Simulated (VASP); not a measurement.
La2O3:

```
La O
1.0
     6.37027    0.00000    0.00000
    -3.18514    5.51682    0.00000
     0.00000    0.00000    3.28989
La O
2 3
Direct
  0.66667 0.33333 0.49810
  0.33333 0.66667 0.50190
  0.50461 0.00000 0.00000
  0.00000 0.50461 0.00000
  0.49539 0.49539 0.00000
```

Base run:

- Program: VASP 6.6.1
- Functional: PBE
- Potentials or basis: VASP PAW PBE potentials, release 64 (La, O)
- Cutoff: 520 eV
- k mesh: 5 × 5 × 8
- Occupations: fermi-dirac, width 0.05 eV
- Spin: no spin polarisation

Its results: band gap on the k mesh 1.64 eV, indirect (least direct gap 2.08 eV); pressure -0.3 GPa; largest force 0.036 eV/Å.

Task: The run is repeated on the same cell with these changes: functional from PBE to PBEsol. What comes out?

Result: Band gap on the k mesh 1.56 eV, indirect (least direct gap 2.00 eV); pressure -3.3 GPa; largest force 0.045 eV/Å.

PBEsol binds more tightly than PBE, so the same cell stands under less pressure.

Caveats: spin-orbit coupling is left out, which moves the levels of the heavy elements; the PAW data sets were made with another functional, which shifts forces and pressure a little (some runs).

A k mesh can miss the band edges.
